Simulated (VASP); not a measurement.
# HfO2 (Fm-3m) in VASP: further runs

Runs on HfO2. Level: PBEsol. Tasks: single point, relaxation of cell and atoms.

All numbers are computed with VASP 6.6.1; they aren't measurements. Logs are shortened: lines on timing, memory, paths and dates and some standing lists are left out, and cuts for length are marked.

## (1) The cell of the first run

It takes space group Fm-3m (No. 225, cubic). Conventional cell: a = 5.044 Å, b = 5.044 Å, c = 5.044 Å, α = 90.00°, β = 90.00°, γ = 90.00°. Hf (site symmetry m-3m) has 8 O at 2.18 Å within 2.9 Å. Within 2.9 Å of O (site symmetry -43m) lie 4 Hf at 2.18 Å and 6 O at 2.52 Å.

## (2) Single point, PBEsol

INCAR reads:

```
ALGO     = Normal         # electronic algorithm
EDIFF    = 1E-6           # SCF threshold, eV
ENCUT    = 520            # plane-wave cutoff, eV
GGA      = PS             # functional
ISIF     = 2              # what is computed and relaxed
ISMEAR   = 0              # smearing method
LASPH    = True           # aspherical terms in the spheres
LCHARG   = False          # write CHGCAR
LREAL    = False          # projectors in reciprocal space
LWAVE    = False          # write WAVECAR
NBANDS   = 18             # bands
NELM     = 80             # most SCF steps
PREC     = Accurate       # precision mode
SIGMA    = 0.02           # smearing width, eV
```

KPOINTS reads:

```
k-points
0
Gamma
  8 8 8
```

POSCAR reads:

```
HfO2
1.0
    0.0000000000      2.5220673956      2.5220673956
    2.5220673956      0.0000000000      2.5220673956
    2.5220673956      2.5220673956      0.0000000000
Hf O
1 2
Direct
    0.0000000000      0.0000000000      0.0000000000
    0.2500000000      0.2500000000      0.2500000000
    0.7500000000      0.7500000000      0.7500000000
```

Potentials or basis: VASP PAW PBE potentials, release 64 (Hf_pv, O).

Command:

```bash
cat potpaw_PBE.64/Hf_pv/POTCAR potpaw_PBE.64/O/POTCAR > POTCAR
mpirun -np 1 vasp_std > vasp.out
```

OUTCAR:

```text
EDIFF = 1E-6
   ENCUT = 520
   GGA = PS
   ISIF = 2
   ISMEAR = 0
   LASPH = True
   LREAL = False
   NELM = 80
   PREC = Accurate

 ion  position               nearest neighbor table
   1  0.000  0.000  0.000-   3 2.18   3 2.18   3 2.18   2 2.18   2 2.18   2 2.18   3 2.18   2 2.18

   2  0.250  0.250  0.250-   1 2.18   1 2.18   1 2.18   1 2.18
   3  0.750  0.750  0.750-   1 2.18   1 2.18   1 2.18   1 2.18

  LATTYP: Found a face centered cubic cell.
 ALAT       =     5.0441347912

  Lattice vectors:

 A1 = (   0.0000000000,   2.5220673956,   2.5220673956)
 A2 = (   2.5220673956,   0.0000000000,   2.5220673956)
 A3 = (   2.5220673956,   2.5220673956,   0.0000000000)

Analysis of symmetry for initial positions (statically):
=====================================================================
 Subroutine PRICEL returns:
 Original cell was already a primitive cell.

 Routine SETGRP: Setting up the symmetry group for a
 face centered cubic supercell.

 Subroutine GETGRP returns: Found 48 space group operations
 (whereof 48 operations were pure point group operations)
 out of a pool of 48 trial point group operations.

The static configuration has the point symmetry O_h .

Analysis of symmetry for dynamics (positions and initial velocities):
=====================================================================
 Subroutine PRICEL returns:
 Original cell was already a primitive cell.

 Routine SETGRP: Setting up the symmetry group for a
 face centered cubic supercell.

 Subroutine GETGRP returns: Found 48 space group operations
 (whereof 48 operations were pure point group operations)
 out of a pool of 48 trial point group operations.

The dynamic configuration has the point symmetry O_h .

 Subroutine INISYM returns: Found 48 space group operations
 (whereof 48 operations are pure point group operations),
 and found     1 'primitive' translations

----------------------------------------------------------------------------------------

                                     Primitive cell

  volume of cell :      32.0849

  direct lattice vectors                    reciprocal lattice vectors
     0.000000000  2.522067396  2.522067396    -0.198250055  0.198250055  0.198250055
     2.522067396  0.000000000  2.522067396     0.198250055 -0.198250055  0.198250055
     2.522067396  2.522067396  0.000000000     0.198250055  0.198250055 -0.198250055

  length of vectors
[... 82 lines left out ...]
   ENCUT  =  520.0 eV  38.22 Ry    6.18 a.u.   6.63  6.63  6.63*2*pi/ulx,y,z
   NELM   =     80;   NELMIN=  2; NELMDL= -5     # of ELM steps
   EDIFF  = 0.1E-05   stopping-criterion for ELM
   LREAL  =      F    real-space projection
   EDIFFG = 0.1E-04   stopping-criterion for IOM
   NSW    =      0    number of steps for IOM
   IBRION =     -1    ionic relax: 0-MD 1-quasi-New 2-CG
   NFREE  =      0    steps in history (QN), initial steepest desc. (CG)
   ISIF   =      2    stress and relaxation
   ISYM   =      2    0-nonsym 1-usesym 2-fastsym
   POTIM  = 0.5000    time-step for ionic-motion
   TEBEG  =    0.0;   TEEND  =   0.0 temperature during run
   PSTRESS=    0.0 pullay stress
   NELECT =      22.0000    total number of electrons
   NUPDOWN=      -1.0000    fix difference up-down
   EMIN   =  10.00;   EMAX   =-10.00  energy-range for DOS
   EFERMI =   0.00;   METHOD = LEGACY
   ISMEAR =     0;   SIGMA  =   0.02  broadening in eV -4-tet -1-fermi 0-gaus
   EFERMI_NEDOS =   21; number of points for ismear=-14 and -15
   IALGO  =     38    algorithm
   IMIX   =      4    mixing-type and parameters
     AMIX     =   0.40;   BMIX     =  1.00
     AMIX_MAG =   1.60;   BMIX_MAG =  1.00
  volume/ion in A,a.u.               =      10.69        72.17
  Fermi-wavevector in a.u.,A,eV,Ry     =   1.443607  2.728022 28.354565  2.084002
  Thomas-Fermi vector in A             =   2.561996
   LORBIT       =      0    0 simple, 1 ext, 2 COOP (PROOUT), +10 PAW based schemes
   GGA     = PS    functional components
   LHFCALC =     F    Hartree Fock is set to
   AEXX    =    0.0000 exact exchange contribution
   IVDW    =     0    specifies the selected vdW correction
   LEPSILON=     F    determine dielectric tensor
   LRPA    =     F    only Hartree local field effects (RPA)
 non-spin polarized calculation
 Gauss-broadening in eV      SIGMA  =   0.02
  energy-cutoff  :      520.00
  volume of cell :       32.08
 maximum number of plane-waves:       887
   NGX = 13   NGY = 13   NGZ = 13

 number of electron      21.9999993 magnetization

 Free energy of the ion-electron system (eV)
  ---------------------------------------------------
  ext. energy  EPLUGINS =         0.00000000
  ---------------------------------------------------
  free energy    TOTEN  =       -31.63225832 eV

  energy without entropy =      -31.63225832  energy(sigma->0) =      -31.63225832

 E-fermi :   4.4751     XC(G=0): -12.1869

 val. band max:        4.2635448491   @ k =   0.5000   0.5000   0.0000
 cond. band min:       7.9741768534   @ k =   0.5000   0.5000   0.0000
 fundamental gap:      3.7106320044
 Fermi energy:         4.4750908623

 k-point     1 :       0.0000    0.0000    0.0000
  band No.  band energies     occupation
      1     -25.2928      2.00000
      2     -25.2928      2.00000
      3     -25.2928      2.00000
      4     -14.5214      2.00000
      5     -11.3435      2.00000
      6      -1.2330      2.00000
[... 481 lines left out ...]
      5     -12.2584      2.00000
      6      -0.7135      2.00000
[... 10 lines left out ...]
     17      15.1692      0.00000
     18      17.3847      0.00000

 [... further k-points ...]

------------------------ aborting loop because EDIFF is reached ----------------------------------------

  FORCE on cell =-STRESS in cart. coord.  units (eV):
  Direction    XX          YY          ZZ          XY          YZ          ZX
  --------------------------------------------------------------------------------------
  -------------------------------------------------------------------------------------
  Total       -0.7544113     -0.7544113     -0.7544113     -0.0000000     -0.0000000      0.0000000
  in kB      -37.6720013    -37.6720013    -37.6720013     -0.0000000     -0.0000000      0.0000000
  external PRESSURE =     -37.6720013 kB  Pullay stress =       0.0000000 kB

 VOLUME and BASIS-vectors are now :
 -----------------------------------------------------------------------------
  energy-cutoff  :      520.00
  volume of cell :       32.08
      direct lattice vectors                 reciprocal lattice vectors
     0.000000000  2.522067396  2.522067396    -0.198250055  0.198250055  0.198250055
     2.522067396  0.000000000  2.522067396     0.198250055 -0.198250055  0.198250055
     2.522067396  2.522067396  0.000000000     0.198250055  0.198250055 -0.198250055

 POSITION                                       TOTAL-FORCE (eV/Angst)
 -----------------------------------------------------------------------------------
      0.00000      0.00000      0.00000         0.000000      0.000000     -0.000000
      1.26103      1.26103      1.26103         0.000000     -0.000000      0.000000
      3.78310      3.78310      3.78310        -0.000000     -0.000000     -0.000000
 -----------------------------------------------------------------------------------
    total drift:                                0.000000      0.000000      0.000000

  FREE ENERGIE OF THE ION-ELECTRON SYSTEM (eV)
  ---------------------------------------------------
  free  energy   TOTEN  =       -31.6322583235 eV

  energy  without entropy=      -31.6322583235  energy(sigma->0) =      -31.63225832
```

OSZICAR:

```text
N       E                     dE             d eps       ncg     rms          rms(c)
DAV:   1     0.890424386678E+02    0.89042E+02   -0.12769E+04  1044   0.121E+03
DAV:   2    -0.329740084344E+02   -0.12202E+03   -0.11578E+03  1324   0.287E+02
DAV:   3    -0.368442278362E+02   -0.38702E+01   -0.38578E+01  1230   0.452E+01
DAV:   4    -0.368650059785E+02   -0.20778E-01   -0.20775E-01  1270   0.373E+00
DAV:   5    -0.368651361925E+02   -0.13021E-03   -0.13021E-03  1212   0.268E-01    0.507E+01
DAV:   6    -0.318027101241E+02    0.50624E+01   -0.17923E+01  1072   0.305E+01    0.430E+01
DAV:   7    -0.316806921793E+02    0.12202E+00   -0.63759E-01  1196   0.662E+00    0.289E+01
DAV:   8    -0.316506075879E+02    0.30085E-01   -0.24511E-01  1148   0.448E+00    0.832E+00
DAV:   9    -0.316324196933E+02    0.18188E-01   -0.56170E-02  1120   0.198E+00    0.276E+00
DAV:  10    -0.316322408202E+02    0.17887E-03   -0.28492E-03  1178   0.405E-01    0.196E-01
DAV:  11    -0.316322553767E+02   -0.14557E-04   -0.13318E-04  1168   0.101E-01    0.161E-01
DAV:  12    -0.316322579287E+02   -0.25520E-05   -0.15053E-05  1166   0.276E-02    0.566E-03
DAV:  13    -0.316322583235E+02   -0.39484E-06   -0.60112E-07   944   0.618E-03
   1 F= -.31632258E+02 E0= -.31632258E+02  d E =-.170509E-52
```

Wall time 21 s (1 thread of AMD EPYC 7R13 (Zen 3), shared host); peak memory 0.13 GiB.

What came out:

| Item | Value |
| --- | --- |
| Free energy | -31.6323 eV |
| Pressure | -3.8 GPa |
| Band gap on the k mesh | 3.71 eV, direct |

Caveat: the PAW data sets were made with another functional, which shifts forces and pressure a little; spin-orbit coupling is left out, which moves the levels of the heavy elements.

(Part 1 of 2 ends here.)
